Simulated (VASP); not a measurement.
# Cu3O2 (I4/mmm) in VASP: further runs

Aim: see how the results for Cu3O2 move with the level of theory and the settings. Levels: PBE, PBEsol. Tasks: single point.

All numbers are computed with VASP 6.6.1; they aren't measurements. Logs are shortened: lines on timing, memory, paths and dates and some standing lists are left out, and cuts for length are marked.

## 1. The cell of the first run

It takes space group I4/mmm (No. 139, tetragonal). Conventional cell: a = 4.046 Å, b = 4.046 Å, c = 7.347 Å, α = 90.00°, β = 90.00°, γ = 90.00°. Within 2.7 Å of Cu (site symmetry 4/mmm) lie 4 O at 2.02 Å. Cu (site symmetry -4m2) has 2 O at 1.84 Å within 2.4 Å. Within 2.4 Å of O (site symmetry mmm) lie 4 Cu at 1.84 to 2.02 Å.

## 2. Single point, PBE

File INCAR:

```
PREC     = Accurate       # precision mode
ENCUT    = 520            # plane-wave cutoff, eV
EDIFF    = 1E-7           # SCF threshold, eV
ISMEAR   = -1             # smearing method
SIGMA    = 0.05           # smearing width, eV
LREAL    = F              # projectors in reciprocal space
LASPH    = T              # aspherical terms in the spheres
NELM     = 80             # most SCF steps
ALGO     = Normal         # electronic algorithm
ISIF     = 2              # what is computed and relaxed
LWAVE    = F              # write WAVECAR
LCHARG   = F              # write CHGCAR
GGA      = PE             # functional
NBANDS   = 30             # bands
```

File KPOINTS:

```
Automatic mesh
0
Gamma
  9 9 9
```

File POSCAR:

```
Cu3O2
1.0
   -2.0229820000      2.0229820000      3.6736170000
    2.0229820000     -2.0229820000      3.6736170000
    2.0229820000      2.0229820000     -3.6736170000
Cu O
3 2
Direct
    0.0000000000      0.0000000000      0.0000000000
    0.7500000000      0.2500000000      0.5000000000
    0.2500000000      0.7500000000      0.5000000000
    0.5000000000      0.0000000000      0.5000000000
    0.0000000000      0.5000000000      0.5000000000
```

Potentials or basis: VASP PAW PBE potentials, release 64 (Cu, O).

Command:

```
cat potpaw_PBE.64/Cu/POTCAR potpaw_PBE.64/O/POTCAR > POTCAR
mpirun -np 1 vasp_std > vasp.out
```

OUTCAR:

```text
PREC = Accurate
   ENCUT = 520
   EDIFF = 1E-7
   ISMEAR = -1
   LREAL = F
   LASPH = T
   NELM = 80
   ISIF = 2
   GGA = PE

 ion  position               nearest neighbor table
   1  0.000  0.000  0.000-   4 2.02   5 2.02   5 2.02   4 2.02   2 2.73   3 2.73   2 2.73   3 2.73
                             2 2.73   2 2.73   3 2.73   3 2.73
   2  0.750  0.250  0.500-   4 1.84   5 1.84   1 2.73   1 2.73   1 2.73   1 2.73
   3  0.250  0.750  0.500-   4 1.84   5 1.84   1 2.73   1 2.73   1 2.73   1 2.73
   4  0.500  0.000  0.500-   2 1.84   3 1.84   1 2.02   1 2.02
   5  0.000  0.500  0.500-   2 1.84   3 1.84   1 2.02   1 2.02

  LATTYP: Found a body centered tetragonal cell.
 ALAT       =     4.0459640000
 C/A-ratio  =     1.8159415160

  Lattice vectors:

 A1 = (  -2.0229820000,   2.0229820000,   3.6736170000)
 A2 = (   2.0229820000,  -2.0229820000,   3.6736170000)
 A3 = (   2.0229820000,   2.0229820000,  -3.6736170000)

Analysis of symmetry for initial positions (statically):
=====================================================================
 Subroutine PRICEL returns:
 Original cell was already a primitive cell.

 Routine SETGRP: Setting up the symmetry group for a
 body centered tetragonal supercell.

 Subroutine GETGRP returns: Found 16 space group operations
 (whereof 16 operations were pure point group operations)
 out of a pool of 16 trial point group operations.

The static configuration has the point symmetry D_4h.

Analysis of symmetry for dynamics (positions and initial velocities):
=====================================================================
 Subroutine PRICEL returns:
 Original cell was already a primitive cell.

 Routine SETGRP: Setting up the symmetry group for a
 body centered tetragonal supercell.

 Subroutine GETGRP returns: Found 16 space group operations
 (whereof 16 operations were pure point group operations)
 out of a pool of 16 trial point group operations.

The dynamic configuration has the point symmetry D_4h.

 Subroutine INISYM returns: Found 16 space group operations
 (whereof 16 operations are pure point group operations),
 and found     1 'primitive' translations

----------------------------------------------------------------------------------------

                                     Primitive cell

  volume of cell :      60.1365

  direct lattice vectors                    reciprocal lattice vectors
[... 93 lines left out ...]
   EDIFF  = 0.1E-06   stopping-criterion for ELM
   LREAL  =      F    real-space projection
   EDIFFG = 0.1E-05   stopping-criterion for IOM
   NSW    =      0    number of steps for IOM
   IBRION =     -1    ionic relax: 0-MD 1-quasi-New 2-CG
   NFREE  =      0    steps in history (QN), initial steepest desc. (CG)
   ISIF   =      2    stress and relaxation
   ISYM   =      2    0-nonsym 1-usesym 2-fastsym
   POTIM  = 0.5000    time-step for ionic-motion
   TEBEG  =    0.0;   TEEND  =   0.0 temperature during run
   PSTRESS=    0.0 pullay stress
   NELECT =      45.0000    total number of electrons
   NUPDOWN=      -1.0000    fix difference up-down
   EMIN   =  10.00;   EMAX   =-10.00  energy-range for DOS
   EFERMI =   0.00;   METHOD = LEGACY
   ISMEAR =    -1;   SIGMA  =   0.05  broadening in eV -4-tet -1-fermi 0-gaus
   EFERMI_NEDOS =   21; number of points for ismear=-14 and -15
   IALGO  =     38    algorithm
   IMIX   =      4    mixing-type and parameters
     AMIX     =   0.40;   BMIX     =  1.00
     AMIX_MAG =   1.60;   BMIX_MAG =  1.00
  volume/ion in A,a.u.               =      12.03        81.16
  Fermi-wavevector in a.u.,A,eV,Ry     =   1.486277  2.808656 30.055525  2.209019
  Thomas-Fermi vector in A             =   2.599583
   LORBIT       =      0    0 simple, 1 ext, 2 COOP (PROOUT), +10 PAW based schemes
   GGA     = PE    functional components
   LHFCALC =     F    Hartree Fock is set to
   AEXX    =    0.0000 exact exchange contribution
   IVDW    =     0    specifies the selected vdW correction
   LEPSILON=     F    determine dielectric tensor
   LRPA    =     F    only Hartree local field effects (RPA)
 non-spin polarized calculation
  energy-cutoff  :      520.00
  volume of cell :       60.14
 maximum number of plane-waves:      1661
   NGX = 17   NGY = 17   NGZ = 17

 number of electron      45.0000018 magnetization

 Free energy of the ion-electron system (eV)
  ---------------------------------------------------
  ext. energy  EPLUGINS =         0.00000000
  ---------------------------------------------------
  free energy    TOTEN  =       -22.70725252 eV

  energy without entropy =      -22.69075244  energy(sigma->0) =      -22.69900248

 E-fermi :   4.3644     XC(G=0): -11.1694

 val. band max:        4.3498277230   @ k =  -0.2222   0.1111   0.0000
 cond. band min:       4.3741863941   @ k =  -0.3333  -0.3333   0.1111
 fundamental gap:      0.0243586711
 Fermi energy:         4.3644138152

 k-point     1 :       0.0000    0.0000    0.0000
  band No.  band energies     occupation
      1     -14.7577      2.00000
      2     -13.5390      2.00000
      3      -2.1653      2.00000
      4      -1.1590      2.00000
      5      -1.1590      2.00000
      6      -0.5968      2.00000
[... 781 lines left out ...]
     29      15.0150      0.00000
     30      15.2723      0.00000

 [... further k-points ...]

------------------------ aborting loop because EDIFF is reached ----------------------------------------

  FORCE on cell =-STRESS in cart. coord.  units (eV):
  Direction    XX          YY          ZZ          XY          YZ          ZX
  --------------------------------------------------------------------------------------
  -------------------------------------------------------------------------------------
  Total        0.4817669      0.4817669      0.7283139      0.0000000      0.0000000      0.0000000
  in kB       12.8354065     12.8354065     19.4040012      0.0000000      0.0000000      0.0000000
  external PRESSURE =      15.0249381 kB  Pullay stress =       0.0000000 kB

 VOLUME and BASIS-vectors are now :
 -----------------------------------------------------------------------------
  energy-cutoff  :      520.00
  volume of cell :       60.14
      direct lattice vectors                 reciprocal lattice vectors
    -2.022982000  2.022982000  3.673617000     0.000000000  0.247159886  0.136105642
     2.022982000 -2.022982000  3.673617000     0.247159886  0.000000000  0.136105642
     2.022982000  2.022982000 -3.673617000     0.247159886  0.247159886  0.000000000

 POSITION                                       TOTAL-FORCE (eV/Angst)
 -----------------------------------------------------------------------------------
      0.00000      0.00000      0.00000        -0.000000      0.000000     -0.000000
      0.00000      2.02298      1.83681         0.000000     -0.000000      0.000000
      2.02298      0.00000      1.83681         0.000000     -0.000000     -0.000000
      0.00000      2.02298      0.00000        -0.000000      0.000000     -0.000000
      2.02298      0.00000      0.00000        -0.000000      0.000000     -0.000000
 -----------------------------------------------------------------------------------
    total drift:                                0.000000      0.000000      0.000000

  FREE ENERGIE OF THE ION-ELECTRON SYSTEM (eV)
  ---------------------------------------------------
  free  energy   TOTEN  =       -22.7072525237 eV

  energy  without entropy=      -22.6907524424  energy(sigma->0) =      -22.69900248
```

OSZICAR:

```text
N       E                     dE             d eps       ncg     rms          rms(c)
DAV:   1     0.435678313679E+03    0.43568E+03   -0.20923E+04  4660   0.232E+03
DAV:   2     0.392162621655E+02   -0.39646E+03   -0.37268E+03  4536   0.441E+02
DAV:   3    -0.264456777151E+02   -0.65662E+02   -0.62140E+02  5886   0.203E+02
DAV:   4    -0.298892968471E+02   -0.34436E+01   -0.34134E+01  6132   0.508E+01
DAV:   5    -0.299370886651E+02   -0.47792E-01   -0.47770E-01  5990   0.596E+00    0.192E+01
DAV:   6    -0.266606217635E+02    0.32765E+01   -0.55344E+01  6452   0.160E+02    0.143E+01
DAV:   7    -0.226204528513E+02    0.40402E+01   -0.16214E+01  5692   0.113E+02    0.313E+00
DAV:   8    -0.227843072328E+02   -0.16385E+00   -0.24712E+00  6410   0.144E+01    0.206E+00
DAV:   9    -0.227531512035E+02    0.31156E-01   -0.28837E-01  6506   0.206E+01    0.195E+00
DAV:  10    -0.227199040173E+02    0.33247E-01   -0.25553E-01  6932   0.173E+01    0.825E-01
DAV:  11    -0.227115994208E+02    0.83046E-02   -0.33481E-02  6962   0.341E+00    0.628E-01
DAV:  12    -0.227071664902E+02    0.44329E-02   -0.18891E-02  6900   0.130E+00    0.120E-01
DAV:  13    -0.227072486591E+02   -0.82169E-04   -0.14571E-03  6152   0.456E-01    0.824E-02
DAV:  14    -0.227072526653E+02   -0.40062E-05   -0.21996E-04  6770   0.247E-01    0.163E-02
DAV:  15    -0.227072522902E+02    0.37510E-06   -0.35297E-05  6856   0.806E-02    0.394E-03
DAV:  16    -0.227072524624E+02   -0.17222E-06   -0.30859E-06  6546   0.319E-02    0.156E-03
DAV:  17    -0.227072525237E+02   -0.61357E-07   -0.23649E-07  4208   0.680E-03
   1 F= -.22707253E+02 E0= -.22699002E+02  d E =-.165001E-01
```

stdout:

```text
POSCAR found type information on POSCAR CuO
 POSCAR found :  2 types and       5 ions
 scaLAPACK will be used
 LDA part: xc-table for (Slater+PW92), standard interpolation
 POSCAR, INCAR and KPOINTS ok, starting setup
 FFT: planning ... GRIDC
 FFT: planning ... GRID_SOFT
 FFT: planning ... GRID
 WAVECAR not read
 entering main loop
```

Wall time 2.9 min (1 thread of Intel Xeon Platinum 8259CL at 2.50GHz (Skylake/Cascade Lake), shared host); peak memory 0.27 GiB.

What came out:

* Free energy: -22.7073 eV
* Pressure: 1.5 GPa

Caveat: an odd number of electrons without spin polarisation forces a metal; a magnetic or distorted state may lie lower. With open d or f shells a metallic result of PBE can be an artefact of self-interaction; +U or a hybrid may open a gap.

## 3. Single point, PBE

This run uses another cell than the first one, of 12.14 Å³/atom, 1.009 times its volume.

File INCAR:

```
PREC = Accurate
ENCUT = 520
EDIFF = 1E-6
ISMEAR = -1
SIGMA = 0.05
LREAL = False
LASPH = True
NELM = 60
ALGO = Normal
ISIF = 2
LWAVE = False
LCHARG = False
GGA = PE
NBANDS = 30
```

File KPOINTS:

```
regular mesh
0
Gamma
  9 9 9
```

POSCAR, as its differences from that of step 2:

```diff
@@ -2,5 +2,5 @@
 1.0
-   -2.0229820000      2.0229820000      3.6736170000
-    2.0229820000     -2.0229820000      3.6736170000
-    2.0229820000      2.0229820000     -3.6736170000
+   -2.0333701494      2.0333701494      3.6701244757
+    2.0333701494     -2.0333701494      3.6701244757
+    2.0333701494      2.0333701494     -3.6701244757
 Cu O
```

Potentials or basis: VASP PAW PBE potentials, release 64 (Cu, O).

Command:

```
cat potpaw_PBE.64/Cu/POTCAR potpaw_PBE.64/O/POTCAR > POTCAR
mpirun -np 1 vasp_std > vasp.out
```

OUTCAR:

```text
PREC = Accurate
   ENCUT = 520
   EDIFF = 1E-6
   ISMEAR = -1
   LREAL = False
   LASPH = True
   NELM = 60
   ISIF = 2
   GGA = PE

 ion  position               nearest neighbor table
   1  0.000  0.000  0.000-   4 2.03   5 2.03   5 2.03   4 2.03   2 2.74   3 2.74   2 2.74   3 2.74
                             2 2.74   2 2.74   3 2.74   3 2.74
   2  0.750  0.250  0.500-   4 1.84   5 1.84   1 2.74   1 2.74   1 2.74   1 2.74
   3  0.250  0.750  0.500-   4 1.84   5 1.84   1 2.74   1 2.74   1 2.74   1 2.74
   4  0.500  0.000  0.500-   2 1.84   3 1.84   1 2.03   1 2.03
   5  0.000  0.500  0.500-   2 1.84   3 1.84   1 2.03   1 2.03

  LATTYP: Found a body centered tetragonal cell.
 ALAT       =     4.0667402988
 C/A-ratio  =     1.8049465695

  Lattice vectors:

 A1 = (  -2.0333701494,   2.0333701494,   3.6701244757)
 A2 = (   2.0333701494,  -2.0333701494,   3.6701244757)
 A3 = (   2.0333701494,   2.0333701494,  -3.6701244757)

Analysis of symmetry for initial positions (statically):
=====================================================================
 Subroutine PRICEL returns:
 Original cell was already a primitive cell.

 Routine SETGRP: Setting up the symmetry group for a
 body centered tetragonal supercell.

 Subroutine GETGRP returns: Found 16 space group operations
 (whereof 16 operations were pure point group operations)
 out of a pool of 16 trial point group operations.

The static configuration has the point symmetry D_4h.

Analysis of symmetry for dynamics (positions and initial velocities):
=====================================================================
 Subroutine PRICEL returns:
 Original cell was already a primitive cell.

 Routine SETGRP: Setting up the symmetry group for a
 body centered tetragonal supercell.

 Subroutine GETGRP returns: Found 16 space group operations
 (whereof 16 operations were pure point group operations)
 out of a pool of 16 trial point group operations.

[... 124 lines left out ...]
   IMIX   =      4    mixing-type and parameters
     AMIX     =   0.40;   BMIX     =  1.00
     AMIX_MAG =   1.60;   BMIX_MAG =  1.00
  volume/ion in A,a.u.               =      12.14        81.92
  Fermi-wavevector in a.u.,A,eV,Ry     =   1.481680  2.799969 29.869902  2.195376
  Thomas-Fermi vector in A             =   2.595560
   LORBIT       =      0    0 simple, 1 ext, 2 COOP (PROOUT), +10 PAW based schemes
   GGA     = PE    functional components
   LHFCALC =     F    Hartree Fock is set to
   AEXX    =    0.0000 exact exchange contribution
   IVDW    =     0    specifies the selected vdW correction
   LEPSILON=     F    determine dielectric tensor
   LRPA    =     F    only Hartree local field effects (RPA)
 non-spin polarized calculation
  energy-cutoff  :      520.00
  volume of cell :       60.70
 maximum number of plane-waves:      1677
   NGX = 17   NGY = 17   NGZ = 17

 number of electron      45.0000012 magnetization

 Free energy of the ion-electron system (eV)
  ---------------------------------------------------
  ext. energy  EPLUGINS =         0.00000000
  ---------------------------------------------------
  free energy    TOTEN  =       -22.71032569 eV

  energy without entropy =      -22.69330408  energy(sigma->0) =      -22.70181489

 E-fermi :   4.2629     XC(G=0): -11.1155

 val. band max:        4.2486338818   @ k =  -0.2222   0.1111  -0.0000
 cond. band min:       4.2683254896   @ k =  -0.3333  -0.3333   0.1111
 fundamental gap:      0.0196916078
 Fermi energy:         4.2628593692

 k-point     1 :       0.0000    0.0000    0.0000
  band No.  band energies     occupation
      1     -14.8120      2.00000
      2     -13.6177      2.00000
      3      -2.2632      2.00000
      4      -1.2202      2.00000
      5      -1.2202      2.00000
      6      -0.6524      2.00000
[... 781 lines left out ...]
     29      14.8430      0.00000
     30      15.1801      0.00000

 [... further k-points ...]

------------------------ aborting loop because EDIFF is reached ----------------------------------------

  FORCE on cell =-STRESS in cart. coord.  units (eV):
  Direction    XX          YY          ZZ          XY          YZ          ZX
  --------------------------------------------------------------------------------------
  -------------------------------------------------------------------------------------
  Total        0.1340296      0.1340296      0.6115570      0.0000000      0.0000000      0.0000000
  in kB        3.5378363      3.5378363     16.1426138      0.0000000      0.0000000      0.0000000
  external PRESSURE =       7.7394288 kB  Pullay stress =       0.0000000 kB

 VOLUME and BASIS-vectors are now :
 -----------------------------------------------------------------------------
  energy-cutoff  :      520.00
  volume of cell :       60.70
      direct lattice vectors                 reciprocal lattice vectors
    -2.033370149  2.033370149  3.670124476     0.000000000  0.245897187  0.136235161
     2.033370149 -2.033370149  3.670124476     0.245897187  0.000000000  0.136235161
     2.033370149  2.033370149 -3.670124476     0.245897187  0.245897187  0.000000000

 POSITION                                       TOTAL-FORCE (eV/Angst)
 -----------------------------------------------------------------------------------
      0.00000      0.00000      0.00000         0.000000     -0.000000     -0.000000
     -0.00000      2.03337      1.83506        -0.000000      0.000000     -0.000000
      2.03337     -0.00000      1.83506        -0.000000     -0.000000      0.000000
      0.00000      2.03337      0.00000         0.000000     -0.000000     -0.000000
      2.03337      0.00000      0.00000         0.000000     -0.000000     -0.000000
 -----------------------------------------------------------------------------------
    total drift:                                0.000000      0.000000      0.000000

  FREE ENERGIE OF THE ION-ELECTRON SYSTEM (eV)
  ---------------------------------------------------
  free  energy   TOTEN  =       -22.7103256928 eV

  energy  without entropy=      -22.6933040802  energy(sigma->0) =      -22.70181489
```

OSZICAR:

```text
N       E                     dE             d eps       ncg     rms          rms(c)
DAV:   1     0.436035418979E+03    0.43604E+03   -0.20900E+04  4644   0.232E+03
DAV:   2     0.387975962765E+02   -0.39724E+03   -0.37324E+03  4554   0.440E+02
DAV:   3    -0.265153024039E+02   -0.65313E+02   -0.61746E+02  5994   0.202E+02
DAV:   4    -0.298879255036E+02   -0.33726E+01   -0.33432E+01  6000   0.503E+01
DAV:   5    -0.299331330575E+02   -0.45208E-01   -0.45193E-01  5966   0.588E+00    0.192E+01
DAV:   6    -0.267052337470E+02    0.32279E+01   -0.55606E+01  6412   0.160E+02    0.144E+01
DAV:   7    -0.226150530235E+02    0.40902E+01   -0.16210E+01  5704   0.114E+02    0.311E+00
DAV:   8    -0.227848660947E+02   -0.16981E+00   -0.25237E+00  6244   0.135E+01    0.204E+00
DAV:   9    -0.227581980508E+02    0.26668E-01   -0.31364E-01  6544   0.213E+01    0.201E+00
DAV:  10    -0.227234572877E+02    0.34741E-01   -0.28059E-01  6894   0.180E+01    0.844E-01
DAV:  11    -0.227147069548E+02    0.87503E-02   -0.33868E-02  6982   0.350E+00    0.635E-01
DAV:  12    -0.227102367206E+02    0.44702E-02   -0.19624E-02  6890   0.135E+00    0.119E-01
DAV:  13    -0.227103300133E+02   -0.93293E-04   -0.15282E-03  6032   0.478E-01    0.871E-02
DAV:  14    -0.227103255088E+02    0.45045E-05   -0.24393E-04  6806   0.292E-01    0.178E-02
DAV:  15    -0.227103256569E+02   -0.14808E-06   -0.43794E-05  6900   0.970E-02    0.547E-03
DAV:  16    -0.227103256928E+02   -0.35946E-07   -0.32161E-06  4354   0.406E-02
   1 F= -.22710326E+02 E0= -.22701815E+02  d E =-.170216E-01
```

stdout:

```text
POSCAR found type information on POSCAR CuO
 POSCAR found :  2 types and       5 ions
 scaLAPACK will be used
 LDA part: xc-table for (Slater+PW92), standard interpolation
 POSCAR, INCAR and KPOINTS ok, starting setup
 FFT: planning ... GRIDC
 FFT: planning ... GRID_SOFT
 FFT: planning ... GRID
 WAVECAR not read
 entering main loop
```

Run time: 2.9 min. Hardware: 1 thread of Intel Xeon Platinum 8259CL at 2.50GHz (Skylake/Cascade Lake), shared host; peak memory 0.26 GiB.

Results:

```
Free energy : -22.7103 eV
Pressure    : 0.8 GPa
```

Levels at points of the mesh, in eV from the Fermi level:
```
           k point  band 21  band 22  band 23  band 24  band 25  band 26
(0.00, 0.00, 0.00)    -0.75    -0.75     0.39     0.49     5.19     5.19
```

Caveat: an odd number of electrons without spin polarisation forces a metal; a magnetic or distorted state may lie lower.

(Continued in part 2 of 2.)
